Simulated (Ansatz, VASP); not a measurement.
Si: VASP beside Ansatz

File INCAR:

```
SYSTEM = Si
PREC = Accurate
ENCUT = 520
EDIFF = 1E-6
ISMEAR = -1
SIGMA = 0.02
LREAL = .FALSE.
LASPH = .TRUE.
NELM = 80
ALGO = Normal
ISIF = 2
LWAVE = .FALSE.
LCHARG = .FALSE.
GGA = PS
NBANDS = 11
```

Contents of KPOINTS:

```
regular mesh
0
G
  10 10 10
  0 0 0
```

File POSCAR:

```
Si
1.0
    0.0000000000      2.7218511865      2.7218511865
    2.7218511865      0.0000000000      2.7218511865
    2.7218511865      2.7218511865      0.0000000000
Si
2
Direct
    0.7500000000      0.7500000000      0.7500000000
    0.5000000000      0.5000000000      0.5000000000
```

Input for Ansatz:

```yaml
crystal:
  lattice:
    - [0.0, 2.7218511865, 2.7218511865]
    - [2.7218511865, 0.0, 2.7218511865]
    - [2.7218511865, 2.7218511865, 0.0]
  atoms:
    - { symbol: Si, position: [0.75, 0.75, 0.75] }
    - { symbol: Si, position: [0.5, 0.5, 0.5] }
kpoints:
  mp_grid: { grid: [10, 10, 10] }
  band_path:
    path:
      - [0.0, 0.0, 0.0]
      - [0.5, 0.0, 0.5]
      - [0.625, 0.25, 0.625]
      - [0.375, 0.375, 0.75]
      - [0.0, 0.0, 0.0]
      - [0.5, 0.5, 0.5]
      - [0.5, 0.25, 0.75]
      - [0.5, 0.0, 0.5]
    npoints: 5
scf:
  occupations: { method: fermi_dirac, width: 0.02 }
hamiltonian:
  xc: pbesol
  pseudopotentials: { kind: all_electron, lapw: { basis_error: 0.0005 } }
output:
  forces: true
  stress: true
  eigenvalues: true
```

Alike in both runs: task single point; functional PBEsol; k mesh 10 × 10 × 10; occupations fermi-dirac, width 0.02 eV; no spin polarisation.

|  | VASP | Ansatz |
| --- | --- | --- |
| version | VASP 6.6.1 | Ansatz 0.2.0 |
| potentials or method | VASP PAW PBE potentials, release 64 (Si), cutoff 520 eV | all-electron LAPW, scalar-relativistic |

|  | VASP | Ansatz | Ansatz less VASP |
| --- | --- | --- | --- |
| pressure (GPa) | -0.4 | -0.6 | -0.16 |

VASP's potentials were made for PBE, not for PBEsol. Ansatz ran all-electron here, and VASP with PAW potentials.
